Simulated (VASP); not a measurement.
# Pt (P6_3/mmc) in VASP: a series of runs

The runs below take Pt through single point, with PBE.

Program: VASP 6.6.1. These are calculated values, not measurements. Logs are shortened: lines on timing, memory, paths and dates and some standing lists are left out, and cuts for length are marked.

### Step 1. The cell of the first run

The structure is hexagonal, space group P6_3/mmc (No. 194). Conventional cell: a = 2.761 Å, b = 2.761 Å, c = 4.792 Å, α = 90.00°, β = 90.00°, γ = 120.00°. Pt (site symmetry -6m2) has 12 Pt at 2.76 to 2.88 Å within 3.6 Å.

This isn't the form of Pt at room conditions, which is fcc.

### Step 2. Single point, PBE, collinear spin

The input, INCAR:

```
  ALGO = Normal
  EDIFF = 1E-6
  ENCUT = 520
  GGA = PE
  ISIF = 2
  ISMEAR = -1
  ISPIN = 2
  LASPH = T
  LCHARG = T
  LELF = T
  LMAXMIX = 4
  LORBIT = 11
  LREAL = F
  LVHAR = T
  LWAVE = F
  MAGMOM = 0.8 0.8
  NBANDS = 21
  NELM = 150
  NUPDOWN = 1.6
  PREC = Accurate
  SIGMA = 0.03
```

The input, KPOINTS:

```
k-points
0
Gamma
  12 12 6
```

The input, POSCAR:

```
Pt
1.0
    2.7606656158      0.0000000000      0.0000000000
   -1.3803328079      2.3908065546      0.0000000000
    0.0000000000      0.0000000000      4.7921340000
Pt
2
Direct
    0.6666666667      0.3333333333      0.7500000000
    0.3333333333      0.6666666667      0.2500000000
```

Potentials or basis: VASP PAW PBE potentials, release 64 (Pt).

Started as:

```bash
cat potpaw_PBE.64/Pt/POTCAR > POTCAR
mpirun -np 1 vasp_std > vasp.out
```

OUTCAR:

```text
EDIFF = 1E-6
   ENCUT = 520
   GGA = PE
   ISIF = 2
   ISMEAR = -1
   ISPIN = 2
   LASPH = T
   LORBIT = 11
   LREAL = F
   NELM = 150
   NUPDOWN = 1.6
   PREC = Accurate

 ion  position               nearest neighbor table
   1  0.667  0.333  0.750-   2 2.88   2 2.88   2 2.88   2 2.88   2 2.88   2 2.88
   2  0.333  0.667  0.250-   1 2.88   1 2.88   1 2.88   1 2.88   1 2.88   1 2.88

  LATTYP: Found a hexagonal cell.
 ALAT       =     2.7606656158
 C/A-ratio  =     1.7358618054

  Lattice vectors:

 A1 = (   2.7606656158,   0.0000000000,   0.0000000000)
 A2 = (  -1.3803328079,   2.3908065546,   0.0000000000)
 A3 = (   0.0000000000,   0.0000000000,   4.7921340000)

Analysis of symmetry for initial positions (statically):
=====================================================================
 Subroutine PRICEL returns:
 Original cell was already a primitive cell.

 Routine SETGRP: Setting up the symmetry group for a
 hexagonal supercell.

 Subroutine GETGRP returns: Found 24 space group operations
 (whereof 12 operations were pure point group operations)
 out of a pool of 24 trial point group operations.

The static configuration has the point symmetry D_3d.
 The point group associated with its full space group is D_6h.

Analysis of symmetry for dynamics (positions and initial velocities):
=====================================================================
 Subroutine PRICEL returns:
 Original cell was already a primitive cell.

 Routine SETGRP: Setting up the symmetry group for a
 hexagonal supercell.

 Subroutine GETGRP returns: Found 24 space group operations
 (whereof 12 operations were pure point group operations)
 out of a pool of 24 trial point group operations.

The dynamic configuration has the point symmetry D_3d.
 The point group associated with its full space group is D_6h.

Analysis of structural, dynamic, and magnetic symmetry:
=====================================================================
 Subroutine PRICEL returns:
 Original cell was already a primitive cell.

 Routine SETGRP: Setting up the symmetry group for a
 hexagonal supercell.

 Subroutine GETGRP returns: Found 24 space group operations
 (whereof 12 operations were pure point group operations)
 out of a pool of 24 trial point group operations.

The overall configuration has the point symmetry D_3d.
 The point group associated with its full space group is D_6h.

 Subroutine INISYM returns: Found 24 space group operations
 (whereof 12 operations are pure point group operations),
 and found     1 'primitive' translations

----------------------------------------------------------------------------------------

                                     Primitive cell

  volume of cell :      31.6291

  direct lattice vectors                    reciprocal lattice vectors
     2.760665616  0.000000000  0.000000000     0.362231483  0.209134444  0.000000000
    -1.380332808  2.390806555  0.000000000     0.000000000  0.418268888  0.000000000
     0.000000000  0.000000000  4.792134000     0.000000000  0.000000000  0.208675300

  length of vectors
     2.760665616  2.760665616  4.792134000     0.418268888  0.418268888  0.208675300

  position of ions in fractional coordinates (direct lattice)
     0.666666667  0.333333333  0.750000000
     0.333333333  0.666666667  0.250000000

  ion indices of the primitive-cell ions
   primitive index   ion index
                 1           1
                 2           2

----------------------------------------------------------------------------------------

 KPOINTS: k-points

Automatic generation of k-mesh.
 Grid dimensions read from file:
 generate k-points for:   12   12    6

 Generating k-lattice:

  Cartesian coordinates                     Fractional coordinates (reciprocal lattice)
     0.030185957  0.017427870  0.000000000     0.083333333  0.000000000  0.000000000
     0.000000000  0.034855741  0.000000000     0.000000000  0.083333333  0.000000000
     0.000000000  0.000000000  0.034779217     0.000000000  0.000000000  0.166666667

  Length of vectors
     0.034855741  0.034855741  0.034779217

  Shift w.r.t. Gamma in fractional coordinates (k-lattice)
     0.000000000  0.000000000  0.000000000

 Subroutine IBZKPT returns following result:
 ===========================================

 Found     76 irreducible k-points:

 Following reciprocal coordinates:
            Coordinates               Weight
  0.000000  0.000000  0.000000      1.000000
  0.083333  0.000000  0.000000      6.000000
  0.166667  0.000000  0.000000      6.000000
  0.250000 -0.000000  0.000000      6.000000
  0.333333  0.000000  0.000000      6.000000
  0.416667  0.000000  0.000000      6.000000
[... 16 lines left out ...]
  0.250000 -0.000000  0.166667     12.000000
  0.333333  0.000000  0.166667     12.000000
 [... further k-points ...]
   k-points           NKPTS =     76   k-points in BZ     NKDIM =     76   number of bands    NBANDS=     21
   number of dos      NEDOS =    301   number of ions     NIONS =      2
   total plane-waves  NPLWV =  20736
   dimension x,y,z NGX =    24 NGY =   24 NGZ =   36
   dimension x,y,z NGXF=    48 NGYF=   48 NGZF=   72
   ions per type =               2
   NGX,Y,Z   is equivalent  to a cutoff of  14.45, 14.45, 12.49 a.u.
   NGXF,Y,Z  is equivalent  to a cutoff of  28.91, 28.91, 24.98 a.u.
 SYSTEM =  unknown system
   PREC   = accura    normal or accurate (medium, high low for compatibility)
   ISTART =      0    job   : 0-new  1-cont  2-samecut
   ICHARG =      2    charge: 1-file 2-atom 10-const
   ISPIN  =      2    spin polarized calculation?
   LNONCOLLINEAR =      F non collinear calculations
   LSORBIT =      F    spin-orbit coupling
   LASPH  =      T    aspherical Exc in radial PAW
   ENCUT  =  520.0 eV  38.22 Ry    6.18 a.u.   5.13  5.13  8.91*2*pi/ulx,y,z
   NELM   =    150;   NELMIN=  2; NELMDL= -5     # of ELM steps
   EDIFF  = 0.1E-05   stopping-criterion for ELM
   LREAL  =      F    real-space projection
   EDIFFG = 0.1E-04   stopping-criterion for IOM
   NSW    =      0    number of steps for IOM
   IBRION =     -1    ionic relax: 0-MD 1-quasi-New 2-CG
   NFREE  =      0    steps in history (QN), initial steepest desc. (CG)
   ISIF   =      2    stress and relaxation
   ISYM   =      2    0-nonsym 1-usesym 2-fastsym
   POTIM  = 0.5000    time-step for ionic-motion
   TEBEG  =    0.0;   TEEND  =   0.0 temperature during run
   PSTRESS=    0.0 pullay stress
   NELECT =      20.0000    total number of electrons
   NUPDOWN=       1.6000    fix difference up-down
   EMIN   =  10.00;   EMAX   =-10.00  energy-range for DOS
   EFERMI =   0.00;   METHOD = LEGACY
   ISMEAR =    -1;   SIGMA  =   0.03  broadening in eV -4-tet -1-fermi 0-gaus
   EFERMI_NEDOS =   21; number of points for ismear=-14 and -15
   IALGO  =     38    algorithm
   IMIX   =      4    mixing-type and parameters
     AMIX     =   0.40;   BMIX     =  1.00
     AMIX_MAG =   1.60;   BMIX_MAG =  1.00
  volume/ion in A,a.u.               =      15.81       106.72
  Fermi-wavevector in a.u.,A,eV,Ry     =   1.405149  2.655347 26.863944  1.974444
  Thomas-Fermi vector in A             =   2.527639
   LORBIT       =     11    0 simple, 1 ext, 2 COOP (PROOUT), +10 PAW based schemes
   GGA     = PE    functional components
   LHFCALC =     F    Hartree Fock is set to
   AEXX    =    0.0000 exact exchange contribution
   IVDW    =     0    specifies the selected vdW correction
   LEPSILON=     F    determine dielectric tensor
   LRPA    =     F    only Hartree local field effects (RPA)
 spin polarized calculation
  energy-cutoff  :      520.00
  volume of cell :       31.63
 maximum number of plane-waves:       864
 NGX is ok and might be reduce to    24
   NGX = 11   NGY = 11   NGZ = 17

 number of electron      20.0000004 magnetization       1.6000001

 Free energy of the ion-electron system (eV)
  ---------------------------------------------------
  ext. energy  EPLUGINS =         0.00000000
  ---------------------------------------------------
  free energy    TOTEN  =       -11.88995823 eV

  energy without entropy =      -11.88425800  energy(sigma->0) =      -11.88710811

 E-fermi :  10.1860     XC(G=0): -13.2048

 val. band max:       11.0534679804   @ k =   0.2500  -0.0000   0.3333
 cond. band min:      10.1900366652   @ k =   0.4167   0.1667   0.1667
 fundamental gap:     -0.8634313152
 Fermi energy:        11.0761124849

 spin component 1

 k-point     1 :       0.0000    0.0000    0.0000
  band No.  band energies     occupation
      1       0.6061      1.00000
      2       3.1596      1.00000
      3       6.1306      1.00000
      4       6.7244      1.00000
      5       6.7244      1.00000
      6       7.0825      1.00000
[... 13 lines left out ...]
     20      32.6567      0.00000
     21      34.0590      0.00000

 k-point     2 :       0.0833    0.0000    0.0000
  band No.  band energies     occupation
      1       0.8561      1.00000
      2       3.3860      1.00000
      3       6.1214      1.00000
      4       6.7025      1.00000
      5       6.9143      1.00000
      6       6.9697      1.00000
[... 13 lines left out ...]
     20      32.9434      0.00000
     21      35.0938      0.00000

 k-point     3 :       0.1667    0.0000    0.0000
  band No.  band energies     occupation
      1       1.5609      1.00000
      2       3.9545      1.00000
      3       5.9637      1.00000
      4       6.5717      1.00000
      5       6.8283      1.00000
      6       7.0663      1.00000
[... 13 lines left out ...]
     20      32.8616      0.00000
     21      33.7611      0.00000
[... 457 lines left out ...]
 k-point    23 :       0.2500   -0.0000    0.1667
  band No.  band energies     occupation
      1       2.7100      1.00000
      2       4.3986      1.00000
      3       5.6340      1.00000
      4       6.1155      1.00000
      5       6.1815      1.00000
      6       7.3070      1.00000
[... 13 lines left out ...]
     20      30.9044      0.00000
     21      33.0966      0.00000

 k-point    24 :       0.3333    0.0000    0.1667
  band No.  band energies     occupation
      1       3.4305      1.00000
      2       4.2393      1.00000
      3       5.1622      1.00000
      4       5.8555      1.00000
      5       6.8685      1.00000
      6       7.3548      1.00000
[... 13 lines left out ...]
     20      31.1772      0.00000
     21      32.4112      0.00000

 [... further k-points ...]

 spin component 2

 k-point     1 :       0.0000    0.0000    0.0000
  band No.  band energies     occupation
      1       0.7572      1.00000
      2       3.4971      1.00000
      3       6.6571      1.00000
      4       7.2343      1.00000
      5       7.2343      1.00000
      6       7.6039      1.00000
[... 13 lines left out ...]
     20      32.8018      0.00000
     21      34.1279      0.00000

 k-point     2 :       0.0833    0.0000    0.0000
  band No.  band energies     occupation
      1       1.0072      1.00000
      2       3.7276      1.00000
      3       6.6381      1.00000
      4       7.2160      1.00000
      5       7.4270      1.00000
      6       7.4845      1.00000
[... 13 lines left out ...]
     20      33.0900      0.00000
     21      35.3111      0.00000

 k-point     3 :       0.1667    0.0000    0.0000
  band No.  band energies     occupation
      1       1.7144      1.00000
      2       4.3124      1.00000
      3       6.4488      1.00000
      4       7.0719      1.00000
      5       7.1965      1.00000
      6       7.5897      1.00000
[... 13 lines left out ...]
     20      33.0719      0.00000
     21      33.9112      0.00000
[... 457 lines left out ...]
 k-point    23 :       0.2500   -0.0000    0.1667
  band No.  band energies     occupation
      1       2.8873      1.00000
      2       4.7829      1.00000
      3       5.9988      1.00000
      4       6.5562      1.00000
      5       6.6577      1.00000
      6       7.7559      1.00000
[... 13 lines left out ...]
     20      31.0944      0.00000
     21      33.3013      0.00000

 k-point    24 :       0.3333    0.0000    0.1667
  band No.  band energies     occupation
      1       3.6842      1.00000
      2       4.6471      1.00000
      3       5.5244      1.00000
      4       6.2932      1.00000
      5       7.3255      1.00000
      6       7.8519      1.00000
[... 13 lines left out ...]
     20      31.3929      0.00000
     21      32.5882      0.00000

 [... further k-points ...]

------------------------ aborting loop because EDIFF is reached ----------------------------------------

  FORCE on cell =-STRESS in cart. coord.  units (eV):
  Direction    XX          YY          ZZ          XY          YZ          ZX
  --------------------------------------------------------------------------------------
  -------------------------------------------------------------------------------------
  Total        0.9089113      0.9089113     -0.9650088     -0.0000000     -0.0000000      0.0000000
  in kB       46.0410125     46.0410125    -48.8826384     -0.0000000     -0.0000000      0.0000000
  external PRESSURE =      14.3997955 kB  Pullay stress =       0.0000000 kB

 VOLUME and BASIS-vectors are now :
 -----------------------------------------------------------------------------
  energy-cutoff  :      520.00
  volume of cell :       31.63
      direct lattice vectors                 reciprocal lattice vectors
     2.760665616  0.000000000  0.000000000     0.362231483  0.209134444  0.000000000
    -1.380332808  2.390806555  0.000000000     0.000000000  0.418268888  0.000000000
     0.000000000  0.000000000  4.792134000     0.000000000  0.000000000  0.208675300

 POSITION                                       TOTAL-FORCE (eV/Angst)
 -----------------------------------------------------------------------------------
      1.38033      0.79694      3.59410         0.000000     -0.000000      0.000000
     -0.00000      1.59387      1.19803        -0.000000      0.000000      0.000000
 -----------------------------------------------------------------------------------
    total drift:                               -0.000000      0.000000     -0.000000

  FREE ENERGIE OF THE ION-ELECTRON SYSTEM (eV)
  ---------------------------------------------------
  free  energy   TOTEN  =       -11.8899582258 eV

  energy  without entropy=      -11.8842580008  energy(sigma->0) =      -11.88710811

 total charge

# of ion       s       p       d       tot
------------------------------------------
    1        0.626   0.569   7.991   9.186
    2        0.626   0.569   7.991   9.186
--------------------------------------------------
tot          1.253   1.137  15.982  18.371

 magnetization (x)

# of ion       s       p       d       tot
------------------------------------------
    1        0.014   0.007   0.768   0.789
    2        0.014   0.007   0.768   0.789
--------------------------------------------------
tot          0.027   0.014   1.537   1.578
```

Wall time 54 s (1 thread of Intel Xeon Platinum 8488C (Sapphire Rapids), shared host); peak memory 0.21 GiB.

Results:

| Quantity | Value |
| --- | --- |
| Free energy | -11.8900 eV |
| Pressure | 1.4 GPa |
| Net moment | 1.60 μB per cell |
| Site moments | Pt +0.79 μB |
| Valence electrons inside the program's atomic spheres | Pt 9.19 |

Stress tensor (GPa, compression positive):
```
 4.60  0.00  0.00
 0.00  4.60  0.00
 0.00  0.00 -4.89
```

Caveat: the stress differs along the axes, from -5 to 5 GPa; spin-orbit coupling is left out, which moves the levels of the heavy elements; the total moment is fixed, so each spin has its own Fermi level and the state may be an excited one.

[end of part 1 of 2]
